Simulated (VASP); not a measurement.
Write the native input for VASP 6.6.1 that does the following.

| Item | Value |
| --- | --- |
| Task | single point |
| Functional | r2SCAN |
| Potentials or basis | VASP PAW PBE potentials, release 64 (Pb_d, S) |
| Cutoff | 520 eV |
| k mesh | 9 × 9 × 9 |
| Occupations | gaussian, width 0.05 eV |
| Spin | no spin polarisation |
| Dipole correction | no |
| Further INCAR settings | ALGO = Normal; EDIFF = 1e-07; NBANDS = 17 |

Crystal: PbS.

```
Pb S
1.0
     2.06270    1.19090    3.72693
    -2.06270    1.19090    3.72693
     0.00000   -2.38180    3.72693
Pb S
1 1
Cartesian
  0.0000 0.0000 10.9365
  0.0000 0.0000 5.3383
```

The input as run:

POSCAR

```
PbS
1.0
    2.0627000000      1.1909004002      3.7269333333
   -2.0627000000      1.1909004002      3.7269333333
    0.0000000000     -2.3818008005      3.7269333333
Pb S
1 1
Direct
    0.9781509158      0.9781509158      0.9781509158
    0.4774504142      0.4774504142      0.4774504142
```

INCAR.step1

```
SYSTEM = PbS
PREC = Accurate
ENCUT = 520
ISMEAR = 0
SIGMA = 0.05
LREAL = .FALSE.
LASPH = .TRUE.
NELM = 100
NBANDS = 17
GGA = PE
ALGO = Normal
EDIFF = 1E-4
LWAVE = .TRUE.
LCHARG = .FALSE.
```

INCAR.step2

```
SYSTEM = PbS
PREC = Accurate
ENCUT = 520
EDIFF = 1E-7
ISMEAR = 0
SIGMA = 0.05
LREAL = .FALSE.
LASPH = .TRUE.
NELM = 100
ALGO = Normal
ISIF = 2
LWAVE = .FALSE.
LCHARG = .FALSE.
METAGGA = R2SCAN
LMIXTAU = .TRUE.
NBANDS = 17
ISTART = 1
```

KPOINTS

```
regular mesh
0
G
  9 9 9
  0 0 0
```

Potentials or basis: VASP PAW PBE potentials, release 64 (Pb_d, S).

Launch:

```console
$ cat potpaw_PBE.64/Pb_d/POTCAR potpaw_PBE.64/S/POTCAR > POTCAR
$ cp INCAR.step1 INCAR
$ mpirun -np 1 vasp_std > vasp.out
$ cp INCAR.step2 INCAR
$ mpirun -np 1 vasp_std > vasp.out
```

Results of the run:

```yaml
Pressure: -1.9 GPa
Largest_force: 0.008 eV/Å
```

Caveat: the PAW data sets were made with another functional, which shifts forces and pressure a little.

Wall time 3 min on 1 thread of Intel(R) Xeon(R) 6975P-C (Granite Rapids), on a shared host, peak memory 0.25 GiB.
